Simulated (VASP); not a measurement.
# GaN (P6_3mc) in VASP: a series of runs, part 2 of 2

VASP 6.6.1. Earlier steps stand in the parts before.

### 3 Single point, r2SCAN

POSCAR reads:

```
GaN
1.0
    3.1035412319      0.0000000000      0.0000000000
   -1.5517706159      2.6877455485      0.0000000000
    0.0000000000      0.0000000000      5.2483279594
Ga N
2 2
Direct
    0.3333333333      0.6666666667      0.0001097060
    0.6666666667      0.3333333333      0.5001097060
    0.3333333333      0.6666666667      0.3768902940
    0.6666666667      0.3333333333      0.8768902940
```

INCAR.step1 reads:

```
SYSTEM = GaN
PREC = Accurate
ENCUT = 520
ISMEAR = 0
SIGMA = 0.01
LREAL = .FALSE.
LASPH = .TRUE.
NELM = 100
NBANDS = 26
GGA = PE
ALGO = Normal
EDIFF = 1E-4
LWAVE = .TRUE.
LCHARG = .FALSE.
```

INCAR.step2 reads:

```
SYSTEM = GaN
PREC = Accurate
ENCUT = 520
EDIFF = 1E-7
ISMEAR = 0
SIGMA = 0.01
LREAL = .FALSE.
LASPH = .TRUE.
NELM = 100
ALGO = Normal
ISIF = 2
LWAVE = .FALSE.
LCHARG = .FALSE.
METAGGA = R2SCAN
LMIXTAU = .TRUE.
NBANDS = 26
ISTART = 1
```

KPOINTS reads:

```
regular mesh
0
G
  8 8 5
  0 0 0
```

Potentials or basis: VASP PAW PBE potentials, release 64 (Ga_d, N).

Command:

```sh
> cat potpaw_PBE.64/Ga_d/POTCAR potpaw_PBE.64/N/POTCAR > POTCAR
> cp INCAR.step1 INCAR
> mpirun -np 1 vasp_std > vasp.out
> cp INCAR.step2 INCAR
> mpirun -np 1 vasp_std > vasp.out
```

OUTCAR:

```text
SYSTEM = GaN
   PREC = Accurate
   ENCUT = 520
   EDIFF = 1E-7
   ISMEAR = 0
   LREAL = .FALSE.
   LASPH = .TRUE.
   NELM = 100
   ISIF = 2
   METAGGA = R2SCAN
   ISTART = 1

 ion  position               nearest neighbor table
   1  0.333  0.667  0.000-   4 1.90   4 1.90   4 1.90   3 1.98
   2  0.667  0.333  0.500-   3 1.90   3 1.90   3 1.90   4 1.98
   3  0.333  0.667  0.377-   2 1.90   2 1.90   2 1.90   1 1.98
   4  0.667  0.333  0.877-   1 1.90   1 1.90   1 1.90   2 1.98

  LATTYP: Found a hexagonal cell.
 ALAT       =     3.1035412319
 C/A-ratio  =     1.6910772460

  Lattice vectors:

 A1 = (   3.1035412319,   0.0000000000,   0.0000000000)
 A2 = (  -1.5517706159,   2.6877455485,   0.0000000000)
 A3 = (   0.0000000000,   0.0000000000,   5.2483279594)

Analysis of symmetry for initial positions (statically):
=====================================================================
 Subroutine PRICEL returns:
 Original cell was already a primitive cell.

 Routine SETGRP: Setting up the symmetry group for a
 hexagonal supercell.

 Subroutine GETGRP returns: Found 12 space group operations
 (whereof  6 operations were pure point group operations)
[... 172 lines left out ...]

 val. band max:        5.5801758689   @ k =   0.0000   0.0000   0.0000
 cond. band min:       8.0425707836   @ k =   0.0000   0.0000   0.0000
 fundamental gap:      2.4623949147
 Fermi energy:         5.6882062164

 k-point     1 :       0.0000    0.0000    0.0000
  band No.  band energies     occupation
      1     -11.6348      2.00000
      2     -10.5661      2.00000
      3      -8.3356      2.00000
      4      -8.3352      2.00000
      5      -8.3351      2.00000
      6      -8.2680      2.00000
[... 685 lines left out ...]
     25      18.3452      0.00000
     26      19.4330      0.00000

 [... further k-points ...]

------------------------ aborting loop because EDIFF is reached ----------------------------------------

  FORCE on cell =-STRESS in cart. coord.  units (eV):
  Direction    XX          YY          ZZ          XY          YZ          ZX
  --------------------------------------------------------------------------------------
  -------------------------------------------------------------------------------------
  Total        4.2026546      4.2026546     -0.3375065      0.0000000      0.0000000      0.0000000
  in kB      153.8040064    153.8040064    -12.3516833      0.0000000      0.0000000      0.0000000
  external PRESSURE =      98.4187765 kB  Pullay stress =       0.0000000 kB

 VOLUME and BASIS-vectors are now :
 -----------------------------------------------------------------------------
  energy-cutoff  :      520.00
  volume of cell :       43.78
      direct lattice vectors                 reciprocal lattice vectors
     3.103541232  0.000000000  0.000000000     0.322212571  0.186029515  0.000000000
    -1.551770616  2.687745549  0.000000000     0.000000000  0.372059029  0.000000000
     0.000000000  0.000000000  5.248327959     0.000000000  0.000000000  0.190536873

 POSITION                                       TOTAL-FORCE (eV/Angst)
 -----------------------------------------------------------------------------------
     -0.00000      1.79183      0.00058        -0.000000      0.000000      0.447973
      1.55177      0.89592      2.62474        -0.000000     -0.000000      0.447973
     -0.00000      1.79183      1.97804         0.000000      0.000000     -0.447973
      1.55177      0.89592      4.60221         0.000000      0.000000     -0.447973
 -----------------------------------------------------------------------------------
    total drift:                                0.000002      0.000003      0.045685

  FREE ENERGIE OF THE ION-ELECTRON SYSTEM (eV)
  ---------------------------------------------------
  free  energy   TOTEN  =       -43.7066702642 eV

  energy  without entropy=      -43.7066702642  energy(sigma->0) =      -43.70667026
```

OSZICAR.step1:

```text
N       E                     dE             d eps       ncg     rms          rms(c)
DAV:   1     0.272692482041E+03    0.27269E+03   -0.17671E+04  1744   0.262E+03
DAV:   2     0.733595088846E+01   -0.26536E+03   -0.25048E+03  1656   0.488E+02
DAV:   3    -0.271514004174E+02   -0.34487E+02   -0.33957E+02  1810   0.141E+02
DAV:   4    -0.282825605004E+02   -0.11312E+01   -0.11268E+01  1828   0.275E+01
DAV:   5    -0.283072720895E+02   -0.24712E-01   -0.24671E-01  1996   0.393E+00    0.112E+01
DAV:   6    -0.240463886192E+02    0.42609E+01   -0.10159E+01  2580   0.510E+01    0.308E+00
DAV:   7    -0.241505622233E+02   -0.10417E+00   -0.15211E+00  1670   0.916E+00    0.276E+00
DAV:   8    -0.241451116580E+02    0.54506E-02   -0.13483E-01  2456   0.540E+00    0.714E-01
DAV:   9    -0.241317172933E+02    0.13394E-01   -0.50125E-02  2592   0.391E+00    0.304E-01
DAV:  10    -0.241323587949E+02   -0.64150E-03   -0.32856E-03  1632   0.465E-01    0.654E-02
DAV:  11    -0.241322632308E+02    0.95564E-04   -0.67056E-04  1972   0.475E-01
   1 F= -.24132263E+02 E0= -.24132263E+02  d E =-.320861E-74
```

It took 2.5 min on 1 thread of Intel Xeon Platinum 8488C (Sapphire Rapids), shared host; peak memory 0.18 GiB.

What came out:

```yaml
Free_energy: -43.7067 eV
Pressure: 9.8 GPa
Largest_force: 0.448 eV/Å
Band_gap_on_the_k_mesh: 2.46 eV
```

Forces in eV/Å, atoms in the order of the input:
```
Ga   0.000  0.000  0.448
Ga   0.000  0.000  0.448
N    0.000  0.000 -0.448
N    0.000  0.000 -0.448
```

Caveat: the cell stands under pressure; the PAW data sets were made with another functional, which shifts forces and pressure a little.

### 4 Single point, r2SCAN

This run uses another cell than the first one, of 11.20 Å³/atom.

POSCAR reads:

```
GaN
1.0
    3.1512880201      0.0000000000      0.0000000000
   -1.5756440100      2.7290954800      0.0000000000
    0.0000000000      0.0000000000      5.2082292244
Ga N
2 2
Direct
    0.3333333333      0.6666666667      0.0013576757
    0.6666666667      0.3333333333      0.5013576757
    0.3333333333      0.6666666667      0.3756423243
    0.6666666667      0.3333333333      0.8756423243
```

INCAR.step1 reads:

```
ALGO = Normal
EDIFF = 1E-4
ENCUT = 520
GGA = PE
ISMEAR = 0
LASPH = T
LCHARG = F
LREAL = F
LWAVE = T
NBANDS = 26
NELM = 100
PREC = Accurate
SIGMA = 0.01
```

INCAR.step2 reads:

```
ALGO = Normal
EDIFF = 1E-7
ENCUT = 520
ISIF = 2
ISMEAR = 0
ISTART = 1
LASPH = T
LCHARG = T
LELF = T
LMIXTAU = T
LREAL = F
LVHAR = T
LWAVE = F
METAGGA = R2SCAN
NBANDS = 26
NELM = 100
PREC = Accurate
SIGMA = 0.01
```

KPOINTS reads:

```
k-points
0
Gamma
  8 8 5
```

Command:

```sh
> cat potpaw_PBE.64/Ga_d/POTCAR potpaw_PBE.64/N/POTCAR > POTCAR
> cp INCAR.step1 INCAR
> mpirun -np 1 vasp_std > vasp.out
> cp INCAR.step2 INCAR
> mpirun -np 1 vasp_std > vasp.out
```

Wall time 1.9 min (1 thread of Intel Xeon Platinum 8488C (Sapphire Rapids), shared host); peak memory 0.18 GiB.

The run converged. Its results:

| Item | Value |
| --- | --- |
| Free energy | -43.8023 eV |
| Pressure | 4.3 GPa |
| Largest force | 0.016 eV/Å |
| Band gap on the k mesh | 2.39 eV |

Forces in eV/Å, atoms in the order of the input:
```
Ga   0.000  0.000  0.016
Ga   0.000  0.000  0.016
N    0.000  0.000 -0.016
N    0.000  0.000 -0.016
```

Stress tensor (GPa, compression positive):
```
5.87 0.00 0.00
0.00 5.87 0.00
0.00 0.00 1.07
```

Levels at points of the mesh, in eV from the valence-band top:
| k point | band 14 | band 15 | band 16 | band 17 | band 18 | band 19 | band 20 | band 21 | band 22 | band 23 |
| --- | --- | --- | --- | --- | --- | --- | --- | --- | --- | --- |
| (0.00, 0.00, 0.00) | -1.05 | -1.05 | -0.13 | 0.00 | 0.00 | 2.39 | 5.06 | 9.91 | 10.79 | 10.79 |
| (0.50, 0.00, 0.00) | -5.51 | -4.42 | -2.85 | -2.35 | -1.07 | 5.71 | 6.16 | 6.46 | 9.40 | 11.09 |

Caveat: the cell stands under pressure; the PAW data sets were made with another functional, which shifts forces and pressure a little.

### 5 The runs side by side

| cell | gap on the mesh (eV) | pressure (GPa) | largest force (eV/Å) |
| --- | --- | --- | --- |
| a = 3.104, b = 3.104, c = 5.246 Å, angles 90.0, 90.0, 120.0°, 4 atoms, atomic positions A | 2.42 | 9.4 | 0.01 |
| a = 3.104, b = 3.104, c = 5.248 Å, angles 90.0, 90.0, 120.0°, 4 atoms, atomic positions B | 2.46 | 9.8 | 0.45 |
| a = 3.151, b = 3.151, c = 5.208 Å, angles 90.0, 90.0, 120.0°, 4 atoms, atomic positions C | 2.39 | 4.3 | 0.02 |

Alike in all rows: task single point; level r2SCAN; potentials or basis VASP PAW PBE potentials, release 64 (Ga_d, N); no spin polarisation; k mesh 8 × 8 × 5; cutoff (eV) 520; smearing gaussian 0.01 eV.

Caveats: the cell stands under pressure; the PAW data sets were made with another functional, which shifts forces and pressure a little.

Absolute energies hang on the potentials; compare differences alone.
